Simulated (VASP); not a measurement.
# Ge (Imma) in VASP: further runs

Runs on Ge. Level: PBEsol. Tasks: single point.

All numbers are computed with VASP 6.6.1; they aren't measurements. Logs are shortened: lines on timing, memory, paths and dates and some standing lists are left out, and cuts for length are marked.

### 1 The cell of the first run

The structure is orthorhombic, space group Imma (No. 74). The conventional cell has a = 4.932 Å, b = 5.320 Å, c = 2.794 Å, α = 90.00°, β = 90.00°, γ = 90.00°. Ge (site symmetry mm2) has 10 Ge at 2.56 to 3.39 Å within 3.4 Å.

### 2 Single point, PBEsol (strain +0.0375 x Voigt [1, -1, 0, 0, 0, 0])

The input, INCAR:

```
SYSTEM = Ge
PREC     = Accurate       ! precision mode
ENCUT    = 520            ! plane-wave cutoff, eV
EDIFF    = 1E-7           ! SCF threshold, eV
ISMEAR   = 0              ! smearing method
SIGMA    = 0.15           ! smearing width, eV
LREAL    = .False.        ! projectors in reciprocal space
LASPH    = .True.         ! aspherical terms in the spheres
NELM     = 80             ! most SCF steps
ALGO     = Fast           ! electronic algorithm
ISIF     = 2              ! what is computed and relaxed
LWAVE    = .False.        ! write WAVECAR
LCHARG   = .True.         ! write CHGCAR
GGA      = PS             ! functional
LELF     = .True.         ! ELF
LVHAR    = .True.       
NBANDS   = 21             ! bands
```

The input, KPOINTS:

```
Automatic mesh
0
Gamma
  24 24 24
  0 0 0
```

The input, POSCAR:

```
Ge
1.0
   -2.6599045749      2.4660329089      1.3967991573
    2.6599045749     -2.4660329089      1.3967991573
    2.6599045749      2.4660329089     -1.3967991573
Ge
2
Direct
    0.1246462076      0.8746462076      0.2500000000
    0.8753537924      0.1253537924      0.7500000000
```

Potentials or basis: VASP PAW PBE potentials, release 64 (Ge_d).

Launch:

```
$ cat potpaw_PBE.64/Ge_d/POTCAR > POTCAR
$ mpirun -np 1 vasp_std > vasp.out
```

OUTCAR:

```text
SYSTEM = Ge
   PREC = Accurate
   ENCUT = 520
   EDIFF = 1E-7
   ISMEAR = 0
   LREAL = .False.
   LASPH = .True.
   NELM = 80
   ISIF = 2
   GGA = PS

 ion  position               nearest neighbor table
   1  0.125  0.875  0.250-   2 2.56   2 2.56   2 2.75   2 2.75
   2  0.875  0.125  0.750-   1 2.56   1 2.56   1 2.75   1 2.75

  LATTYP: Found a body centered orthorhombic cell.
 ALAT       =     2.7935983146
 B/A-ratio  =     1.7654885429
 C/A-ratio  =     1.9042856383

  Lattice vectors:

 A1 = (  -2.6599045749,   2.4660329089,  -1.3967991573)
 A2 = (  -2.6599045749,  -2.4660329089,   1.3967991573)
 A3 = (   2.6599045749,   2.4660329089,   1.3967991573)

Analysis of symmetry for initial positions (statically):
=====================================================================
 Subroutine PRICEL returns:
 Original cell was already a primitive cell.

 Routine SETGRP: Setting up the symmetry group for a
 body centered orthorhombic supercell.

 Subroutine GETGRP returns: Found  8 space group operations
 (whereof  4 operations were pure point group operations)
 out of a pool of  8 trial point group operations.

The static configuration has the point symmetry C_2h.
 The point group associated with its full space group is D_2h.

Analysis of symmetry for dynamics (positions and initial velocities):
=====================================================================
 Subroutine PRICEL returns:
 Original cell was already a primitive cell.

 Routine SETGRP: Setting up the symmetry group for a
 body centered orthorhombic supercell.

 Subroutine GETGRP returns: Found  8 space group operations
 (whereof  4 operations were pure point group operations)
 out of a pool of  8 trial point group operations.

The dynamic configuration has the point symmetry C_2h.
 The point group associated with its full space group is D_2h.

 Subroutine INISYM returns: Found  8 space group operations
 (whereof  4 operations are pure point group operations),
 and found     1 'primitive' translations

----------------------------------------------------------------------------------------

                                     Primitive cell

  volume of cell :      36.6487

  direct lattice vectors                    reciprocal lattice vectors
    -2.659904575  2.466032909  1.396799157     0.000000000  0.202754796  0.357961270
     2.659904575 -2.466032909  1.396799157     0.187976668  0.000000000  0.357961270
     2.659904575  2.466032909 -1.396799157     0.187976668  0.202754796  0.000000000

  length of vectors
     3.886831427  3.886831427  3.886831427     0.411394917  0.404316087  0.276486411

  position of ions in fractional coordinates (direct lattice)
     0.124646208  0.874646208  0.250000000
     0.875353792  0.125353792  0.750000000

  ion indices of the primitive-cell ions
   primitive index   ion index
                 1           1
                 2           2

----------------------------------------------------------------------------------------

 KPOINTS: Automatic mesh

Automatic generation of k-mesh.
 Grid dimensions read from file:
 generate k-points for:   24   24   24

 Generating k-lattice:

  Cartesian coordinates                     Fractional coordinates (reciprocal lattice)
     0.000000000  0.008448117  0.014915053     0.041666667 -0.000000000  0.000000000
     0.007832361  0.000000000  0.014915053     0.000000000  0.041666667  0.000000000
     0.007832361  0.008448117  0.000000000     0.000000000 -0.000000000  0.041666667

  Length of vectors
     0.017141455  0.016846504  0.011520267

  Shift w.r.t. Gamma in fractional coordinates (k-lattice)
     0.000000000  0.000000000  0.000000000

 Subroutine IBZKPT returns following result:
 ===========================================

 Found   1963 irreducible k-points:

 Following reciprocal coordinates:
            Coordinates               Weight
  0.000000  0.000000  0.000000      1.000000
  0.041667  0.000000  0.000000      4.000000
  0.083333  0.000000  0.000000      4.000000
  0.125000  0.000000  0.000000      4.000000
  0.166667  0.000000  0.000000      4.000000
  0.208333  0.000000  0.000000      4.000000
[... 16 lines left out ...]
  0.375000  0.041667  0.000000      8.000000
  0.416667  0.041667  0.000000      8.000000
 [... further k-points ...]
   k-points           NKPTS =   1963   k-points in BZ     NKDIM =   1963   number of bands    NBANDS=     21
   number of dos      NEDOS =    301   number of ions     NIONS =      2
   total plane-waves  NPLWV =  27000
   dimension x,y,z NGX =    30 NGY =   30 NGZ =   30
   dimension x,y,z NGXF=    60 NGYF=   60 NGZF=   60
   ions per type =               2
   NGX,Y,Z   is equivalent  to a cutoff of  12.83, 12.83, 12.83 a.u.
   NGXF,Y,Z  is equivalent  to a cutoff of  25.66, 25.66, 25.66 a.u.
 SYSTEM =  Ge
   PREC   = accura    normal or accurate (medium, high low for compatibility)
   ISTART =      0    job   : 0-new  1-cont  2-samecut
   ICHARG =      2    charge: 1-file 2-atom 10-const
   ISPIN  =      1    spin polarized calculation?
   LNONCOLLINEAR =      F non collinear calculations
   LSORBIT =      F    spin-orbit coupling
   LASPH  =      T    aspherical Exc in radial PAW
   ENCUT  =  520.0 eV  38.22 Ry    6.18 a.u.   7.23  7.23  7.23*2*pi/ulx,y,z
   NELM   =     80;   NELMIN=  2; NELMDL= -5     # of ELM steps
   EDIFF  = 0.1E-06   stopping-criterion for ELM
   LREAL  =      F    real-space projection
   EDIFFG = 0.1E-05   stopping-criterion for IOM
   NSW    =      0    number of steps for IOM
   IBRION =     -1    ionic relax: 0-MD 1-quasi-New 2-CG
   NFREE  =      0    steps in history (QN), initial steepest desc. (CG)
   ISIF   =      2    stress and relaxation
   ISYM   =      2    0-nonsym 1-usesym 2-fastsym
   POTIM  = 0.5000    time-step for ionic-motion
   TEBEG  =    0.0;   TEEND  =   0.0 temperature during run
   PSTRESS=    0.0 pullay stress
   NELECT =      28.0000    total number of electrons
   NUPDOWN=      -1.0000    fix difference up-down
   EMIN   =  10.00;   EMAX   =-10.00  energy-range for DOS
   EFERMI =   0.00;   METHOD = LEGACY
   ISMEAR =     0;   SIGMA  =   0.15  broadening in eV -4-tet -1-fermi 0-gaus
   EFERMI_NEDOS =   21; number of points for ismear=-14 and -15
   IALGO  =     68    algorithm
   IMIX   =      4    mixing-type and parameters
     AMIX     =   0.40;   BMIX     =  1.00
     AMIX_MAG =   1.60;   BMIX_MAG =  1.00
  volume/ion in A,a.u.               =      18.32       123.66
  Fermi-wavevector in a.u.,A,eV,Ry     =   1.496607  2.828178 30.474787  2.239834
  Thomas-Fermi vector in A             =   2.608602
   LORBIT       =      0    0 simple, 1 ext, 2 COOP (PROOUT), +10 PAW based schemes
   GGA     = PS    functional components
   LHFCALC =     F    Hartree Fock is set to
   AEXX    =    0.0000 exact exchange contribution
   IVDW    =     0    specifies the selected vdW correction
   LEPSILON=     F    determine dielectric tensor
   LRPA    =     F    only Hartree local field effects (RPA)
 non-spin polarized calculation
 RMM-DIIS sequential band-by-band and
 Gauss-broadening in eV      SIGMA  =   0.15
  energy-cutoff  :      520.00
  volume of cell :       36.65
 maximum number of plane-waves:      1009
 NGX is ok and might be reduce to    30
   NGX = 15   NGY = 15   NGZ = 15

 number of electron      28.0000008 magnetization

 Free energy of the ion-electron system (eV)
  ---------------------------------------------------
  ext. energy  EPLUGINS =         0.00000000
  ---------------------------------------------------
  free energy    TOTEN  =        -9.48877715 eV

  energy without entropy =       -9.48061971  energy(sigma->0) =       -9.48469843

 E-fermi :   6.7578     XC(G=0): -11.5207

 val. band max:        6.7536801916   @ k =   0.3750   0.3750   0.1250
 cond. band min:       6.7607510409   @ k =  -0.2917   0.1667   0.0417
 fundamental gap:      0.0070708492
 Fermi energy:         6.7577516369

 k-point     1 :       0.0000    0.0000    0.0000
  band No.  band energies     occupation
      1     -17.9266      2.00000
      2     -17.8617      2.00000
      3     -17.8413      2.00000
      4     -17.8329      2.00000
      5     -17.7305      2.00000
      6     -17.7228      2.00000
[... 13 lines left out ...]
     20      17.5191      0.00000
     21      20.1081      0.00000

 k-point     2 :       0.0417    0.0000    0.0000
  band No.  band energies     occupation
      1     -17.9258      2.00000
      2     -17.8594      2.00000
      3     -17.8402      2.00000
      4     -17.8302      2.00000
      5     -17.7322      2.00000
      6     -17.7254      2.00000
[... 13 lines left out ...]
     20      17.5770      0.00000
     21      19.9907      0.00000

 k-point     3 :       0.0833    0.0000    0.0000
  band No.  band energies     occupation
      1     -17.9233      2.00000
      2     -17.8529      2.00000
      3     -17.8371      2.00000
      4     -17.8225      2.00000
      5     -17.7358      2.00000
      6     -17.7309      2.00000
[... 13 lines left out ...]
     20      17.6553      0.00000
     21      18.7360      0.00000

 k-point     4 :       0.1250    0.0000    0.0000
  band No.  band energies     occupation
      1     -17.9194      2.00000
      2     -17.8430      2.00000
      3     -17.8321      2.00000
      4     -17.8117      2.00000
      5     -17.7386      2.00000
      6     -17.7379      2.00000
[... 13 lines left out ...]
     20      17.6110      0.00000
     21      17.6751      0.00000

 k-point     5 :       0.1667    0.0000    0.0000
  band No.  band energies     occupation
      1     -17.9144      2.00000
      2     -17.8308      2.00000
      3     -17.8258      2.00000
      4     -17.8008      2.00000
      5     -17.7458      2.00000
      6     -17.7377      2.00000
[... 13 lines left out ...]
     20      16.8967      0.00000
     21      17.2167      0.00000
[... 382 lines left out ...]
     20      15.5054      0.00000
     21      16.8897      0.00000

 k-point    22 :       0.3333    0.0417    0.0000
  band No.  band energies     occupation
      1     -17.8964      2.00000
      2     -17.8157      2.00000
      3     -17.8087      2.00000
      4     -17.7843      2.00000
      5     -17.7638      2.00000
      6     -17.7547      2.00000
[... 13 lines left out ...]
     20      15.8625      0.00000
     21      17.4519      0.00000

 k-point    23 :       0.3750    0.0417    0.0000
  band No.  band energies     occupation
      1     -17.8929      2.00000
      2     -17.8295      2.00000
      3     -17.8115      2.00000
      4     -17.7775      2.00000
      5     -17.7616      2.00000
      6     -17.7547      2.00000
[... 13 lines left out ...]
     20      16.9789      0.00000
     21      18.1195      0.00000

 k-point    24 :       0.4167    0.0417    0.0000
  band No.  band energies     occupation
      1     -17.8884      2.00000
      2     -17.8421      2.00000
      3     -17.8137      2.00000
      4     -17.7722      2.00000
      5     -17.7636      2.00000
      6     -17.7491      2.00000
[... 13 lines left out ...]
     20      17.9902      0.00000
     21      18.9542      0.00000

 [... further k-points ...]

------------------------ aborting loop because EDIFF is reached ----------------------------------------

  FORCE on cell =-STRESS in cart. coord.  units (eV):
  Direction    XX          YY          ZZ          XY          YZ          ZX
  --------------------------------------------------------------------------------------
  -------------------------------------------------------------------------------------
  Total       -1.3472453      1.4652324      0.1225534      0.0000000      0.0000000      0.0000000
  in kB      -58.8977053     64.0557622      5.3576857      0.0000000      0.0000000      0.0000000
  external PRESSURE =       3.5052475 kB  Pullay stress =       0.0000000 kB

 VOLUME and BASIS-vectors are now :
 -----------------------------------------------------------------------------
  energy-cutoff  :      520.00
  volume of cell :       36.65
      direct lattice vectors                 reciprocal lattice vectors
    -2.659904575  2.466032909  1.396799157     0.000000000  0.202754796  0.357961270
     2.659904575 -2.466032909  1.396799157     0.187976668  0.000000000  0.357961270
     2.659904575  2.466032909 -1.396799157     0.187976668  0.202754796  0.000000000

 POSITION                                       TOTAL-FORCE (eV/Angst)
 -----------------------------------------------------------------------------------
      2.65990     -1.23302      1.04661         0.000000      0.000000     -0.203922
      0.00000      3.69905      0.35019        -0.000000     -0.000000      0.203922
 -----------------------------------------------------------------------------------
    total drift:                               -0.000000     -0.000000      0.000000

  FREE ENERGIE OF THE ION-ELECTRON SYSTEM (eV)
  ---------------------------------------------------
  free  energy   TOTEN  =        -9.4887771513 eV

  energy  without entropy=       -9.4806197074  energy(sigma->0) =       -9.48469843
```

Run time: 44 min. Hardware: 1 thread of Oxide Virtual Turin-like, shared host; peak memory 1.1 GiB.

Results:

* Free energy: -9.4888 eV
* Pressure: 0.4 GPa
* Largest force: 0.204 eV/Å
* Band gap on the k mesh: zero (bands 14 and 15 overlap by 5.96 eV)

Forces on the atoms (eV/Å):
```
Ge   0.000  0.000 -0.204
Ge   0.000  0.000  0.204
```

Caveat: the cell differs from its parent crystal (strain +0.0375 x Voigt [1, -1, 0, 0, 0, 0]); the stress differs along the axes, from -6 to 6 GPa; the PAW data sets were made with another functional, which shifts forces and pressure a little.

### 3 Single point, PBEsol (strain -0.0750 x Voigt [1, -1, 0, 0, 0, 0])

The input, INCAR:

```
SYSTEM = Ge
PREC = Accurate
ENCUT = 520
EDIFF = 1E-6
ISMEAR = 0
SIGMA = 0.15
LREAL = .FALSE.
LASPH = .TRUE.
NELM = 100
ALGO = Fast
ISIF = 2
LWAVE = .FALSE.
LCHARG = .FALSE.
GGA = PS
NBANDS = 21
```

The input, KPOINTS:

```
Automatic mesh
0
G
  24 24 24
  0 0 0
```

The input, POSCAR:

```
Ge
1.0
   -2.3714811873      2.7542705216      1.3967991573
    2.3714811873     -2.7542705216      1.3967991573
    2.3714811873      2.7542705216     -1.3967991573
Ge
2
Direct
    0.1246462076      0.8746462076      0.2500000000
    0.8753537924      0.1253537924      0.7500000000
```

Potentials or basis: VASP PAW PBE potentials, release 64 (Ge_d).

Launch:

```
$ cat potpaw_PBE.64/Ge_d/POTCAR > POTCAR
$ mpirun -np 1 vasp_std > vasp.out
```

Run time: 52 min. Hardware: 1 thread of Oxide Virtual Turin-like, shared host; peak memory 1.1 GiB.

The run converged. Its results:

```yaml
Free_energy: -9.3278 eV
Pressure: 3.6 GPa
Largest_force: 0.443 eV/Å
Band_gap_on_the_k_mesh: zero (bands 14 and 15 overlap by 6.72 eV)
```

Forces in eV/Å, atoms in the order of the input:
```
Ge   0.000  0.000  0.443
Ge   0.000  0.000 -0.443
```

Stress tensor (GPa, compression positive):
```
16.57  0.00  0.00
 0.00 -8.42  0.00
 0.00  0.00  2.53
```

Levels at points of the mesh, in eV from the Fermi level:
```
           k point  band 10  band 11  band 12  band 13  band 14  band 15  band 16  band 17  band 18  band 19
(0.00, 0.00, 0.00)   -24.36   -13.51    -3.76    -3.31    -1.19     3.42     4.95     7.84     8.10     9.59
(0.50, 0.00, 0.00)   -24.38    -8.59    -6.44    -1.76    -1.70    -1.01     2.11     2.78     4.54     8.19
(0.00, 0.50, 0.00)   -24.41    -7.87    -6.73    -3.29    -2.92    -1.05     2.20     5.43     6.91    10.20
(0.50, 0.50, 0.00)   -24.43   -10.72   -10.72    -0.02    -0.02     3.00     3.00     7.47     7.47    11.38
(0.50, 0.50, 0.50)   -24.46   -10.21    -7.46    -6.11    -5.89     6.00     6.04     9.67    13.32    14.82
```

Caveat: the cell differs from its parent crystal (strain -0.0750 x Voigt [1, -1, 0, 0, 0, 0]); the stress differs along the axes, from -8 to 17 GPa; the PAW data sets were made with another functional, which shifts forces and pressure a little.
